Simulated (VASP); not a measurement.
Si16Ge (a cell with a defect): relaxation of the atoms with PBEsol

Si16Ge (a cell with a defect):

```xyz
17
Lattice="0.0000 5.4300 5.4300 5.4300 0.0000 5.4300 5.4300 5.4300 0.0000" Properties=species:S:1:pos:R:3 pbc="T T T"
Si    0.0000    0.0000    0.0000
Si    1.3575    1.3575    1.3575
Si    2.7150    2.7150    0.0000
Si    4.0725    4.0725    1.3575
Si    2.7150    0.0000    2.7150
Si    4.0725    1.3575    4.0725
Si    5.4300    2.7150    2.7150
Si    6.7875    4.0725    4.0725
Si    0.0000    2.7150    2.7150
Si    1.3575    4.0725    4.0725
Si    2.7150    5.4300    2.7150
Si    4.0725    6.7875    4.0725
Si    2.7150    2.7150    5.4300
Si    4.0725    4.0725    6.7875
Si    5.4300    5.4300    5.4300
Si    6.7875    6.7875    6.7875
Ge    8.1876    8.1006    2.6574
```

```
Program                : VASP 6.6.1
Task                   : relaxation of the atoms
Functional             : PBEsol
Potentials or basis    : VASP PAW PBE potentials, release 64 (Si, Ge_d)
Cutoff                 : 520 eV
k mesh                 : 2 × 2 × 2
Occupations            : fermi-dirac, width 0.05 eV
Spin                   : no spin polarisation
Dipole correction      : no
Further INCAR settings : LREAL = Auto; ALGO = Normal; EDIFF = 1e-06; IBRION = 2; EDIFFG = -0.03; NSW = 80
```

```json
{"Energy gained by relaxing": "20.4 meV/atom", "Ionic steps": "8", "Pressure after relaxing": "4.8 GPa", "Largest force after relaxing": "0.027 eV/Å", "Band gap on the k mesh": "zero (bands 39 and 40 overlap by 0.31 eV)"}
```

Forces on the atoms (eV/Å):
```
Si  -0.005  0.005  0.005
Si   0.011 -0.005 -0.006
Si  -0.001  0.001  0.009
Si   0.005 -0.011 -0.007
Si  -0.003  0.009  0.001
Si   0.007 -0.008 -0.010
Si  -0.009  0.003  0.001
Si   0.005 -0.005 -0.005
Si   0.008 -0.010 -0.010
Si  -0.015  0.015  0.014
Si   0.010 -0.009 -0.010
Si  -0.005  0.005 -0.001
Si   0.008 -0.008 -0.009
Si  -0.005 -0.001  0.006
Si   0.002 -0.002 -0.002
Si   0.001  0.005  0.006
Ge  -0.014  0.015  0.018
```

The path:
```csv
step,energy change (eV),largest force (eV/Å),pressure (GPa)
1,0.0000,1.7348,5.75
2,-0.3364,0.2742,4.79
3,-0.3366,0.2815,4.77
4,-0.3450,0.1323,4.76
5,-0.3450,0.1496,4.76
6,-0.3469,0.0633,4.76
7,-0.3471,0.0360,4.77
8,-0.3474,0.0270,4.76
```

Final structure:
```yaml
crystal:
  lattice:
    - [0.00000, 5.43000, 5.43000]
    - [5.43000, 0.00000, 5.43000]
    - [5.43000, 5.43000, 0.00000]
  atoms:
    - { symbol: Si, position: [0.99692, 0.00063, 0.00119] }
    - { symbol: Si, position: [0.12093, 0.12089, 0.12089] }
    - { symbol: Si, position: [0.99535, 0.99541, 0.50461] }
    - { symbol: Si, position: [0.12095, 0.12091, 0.63723] }
    - { symbol: Si, position: [0.99539, 0.50451, 0.99545] }
    - { symbol: Si, position: [0.12115, 0.63666, 0.12110] }
    - { symbol: Si, position: [0.99540, 0.50451, 0.50464] }
    - { symbol: Si, position: [0.12740, 0.62417, 0.62421] }
    - { symbol: Si, position: [0.50383, 0.99572, 0.99573] }
    - { symbol: Si, position: [0.63299, 0.12232, 0.12234] }
    - { symbol: Si, position: [0.50383, 0.99572, 0.50471] }
    - { symbol: Si, position: [0.62406, 0.12702, 0.62446] }
    - { symbol: Si, position: [0.50386, 0.50461, 0.99577] }
    - { symbol: Si, position: [0.62409, 0.62444, 0.12697] }
    - { symbol: Si, position: [0.50026, 0.49994, 0.49990] }
    - { symbol: Si, position: [0.62410, 0.62445, 0.62449] }
    - { symbol: Ge, position: [0.24620, 0.25080, 0.25146] }
```

Levels at points of the mesh, in eV from the Fermi level:
```tsv
k point	band 37	band 38	band 39	band 40	band 41	band 42
(0.00, 0.00, 0.00)	-0.69	-0.69	-0.22	-0.21	-0.20	0.03
(0.50, 0.00, 0.00)	-1.36	-1.36	-0.28	0.55	0.55	0.90
(0.00, 0.50, 0.00)	-1.36	-1.36	-0.28	0.55	0.57	0.89
(0.00, 0.00, 0.50)	-1.36	-1.36	-0.28	0.55	0.57	0.89
(0.50, 0.50, 0.50)	-1.36	-1.36	-0.28	0.55	0.57	0.89
(0.50, 0.50, 0.00)	-1.80	-1.23	0.10	0.84	1.08	1.09
(0.00, 0.50, 0.50)	-1.80	-1.23	0.10	0.84	1.08	1.09
(0.50, 0.00, 0.50)	-1.80	-1.23	0.10	0.84	1.08	1.09
```

Run time: 28 min on 1 thread of Oxide Virtual Turin-like Processor, on a shared host, peak memory 0.52 GiB.

Caveat: the k points lie up to 0.50 Å⁻¹ apart; the PAW data sets were made with another functional, which shifts forces and pressure a little.
